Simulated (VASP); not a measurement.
Here is a VASP 6.6.1 calculation.

File INCAR:

```
PREC = Accurate
ENCUT = 600
EDIFF = 1E-6
ISMEAR = -1
SIGMA = 0.05
LREAL = F
LASPH = T
NELM = 150
ALGO = Normal
ISIF = 3
LWAVE = F
LCHARG = F
ISPIN = 2
MAGMOM = 0 2 0 0 0
LORBIT = 11
LMAXMIX = 4
GGA = RP
IBRION = 2
NSW = 60
EDIFFG = -0.01
```

File KPOINTS:

```
Automatic mesh
0
Gamma
  5 5 5
```

File POSCAR:

```
SrVO3
1.0
    3.8409000000      0.0000000000      0.0000000000
    0.0000000000      3.8409000000      0.0000000000
    0.0000000000      0.0000000000      3.8409000000
Sr V O
1 1 3
Direct
    0.5000000000      0.5000000000      0.5000000000
    0.0000000000      0.0000000000      0.0000000000
    0.0000000000      0.0000000000      0.5000000000
    0.0000000000      0.5000000000      0.0000000000
    0.5000000000      0.0000000000      0.0000000000
```

Potentials or basis: VASP PAW PBE potentials, release 64 (Sr_sv, V_sv, O).

The run is started by

```bash
$ cat potpaw_PBE.64/Sr_sv/POTCAR potpaw_PBE.64/V_sv/POTCAR potpaw_PBE.64/O/POTCAR > POTCAR
$ mpirun -np 1 vasp_std > vasp.out
```

(1) Predict the space group after relaxing (to 0.1 Å).

(2) What does it give for the net moment?

(3) Predict the relaxed cell.

(4) Predict the relaxed volume.

Answers

(1) Pm-3m (No. 221).

(2) 0.77 μB per cell.

(3) a = 3.905 Å, b = 3.905 Å, c = 3.905 Å, α = 90.00°, β = 90.00°, γ = 90.00°.

(4) 11.91 Å³/atom.

Caveat: the PAW data sets were made with another functional, which shifts forces and pressure a little.
